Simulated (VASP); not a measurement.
Write the native input for VASP 6.6.1 that does the following.

- Task: single point
- Functional: revPBE
- Potentials or basis: VASP PAW PBE potentials, release 64 (F, C, Cl, Br, H)
- Cutoff: 720 eV
- k mesh: 1 × 1 × 1
- Occupations: gaussian, width 0.03 eV
- Spin: no spin polarisation
- Tolerance level: tight
- Purpose: levels
- Further INCAR settings: ALGO = Normal; EDIFF = 1e-08; NELMDL = -8; ISIF = 0

The structure of FCClBrH lies in POSCAR:

```
HCBrClF
1.0
   12.0000000000      0.0000000000      0.0000000000
    0.0000000000     12.0000000000      0.0000000000
    0.0000000000      0.0000000000     12.0000000000
F C Cl Br H
1 1 1 1 1
Direct
    0.4594083300      0.5128833300      0.6062791700
    0.5026166700      0.5076250000      0.5035291700
    0.6148250000      0.4141166700      0.5017875000
    0.3873416700      0.4647250000      0.3993875000
    0.5323833300      0.5893833300      0.4783458300
```

These files were run (other wordings do the same):

INCAR

```
GGA = RE
ISMEAR = 0
SIGMA = 0.03
LWAVE = False
LCHARG = False
ISIF = 0
PREC = Accurate
LASPH = True
LREAL = False
ALGO = Normal
EDIFF = 1E-8
NELM = 120
GGA_COMPAT = False
ENCUT = 720
EFERMI = MIDGAP
NELMDL = -8
```

KPOINTS

```
k-points
0
Gamma
  1 1 1
```

Potentials or basis: VASP PAW PBE potentials, release 64 (F, C, Cl, Br, H).

The run is started by

```sh
$ cat potpaw_PBE.64/F/POTCAR potpaw_PBE.64/C/POTCAR potpaw_PBE.64/Cl/POTCAR potpaw_PBE.64/Br/POTCAR potpaw_PBE.64/H/POTCAR > POTCAR
$ mpirun -np 1 vasp_gam > vasp.out
```

Results of the run:

| Property | Result |
| --- | --- |
| Largest force | 1.414 eV/Å |
| Gap between the frontier levels | 5.21 eV |

Caveat: the PAW data sets were made with another functional, which shifts forces and pressure a little.

Run time: 4.1 min on 1 thread of Intel(R) Xeon(R) 6975P-C (Granite Rapids), with other jobs on the host, peak memory 2 GiB.
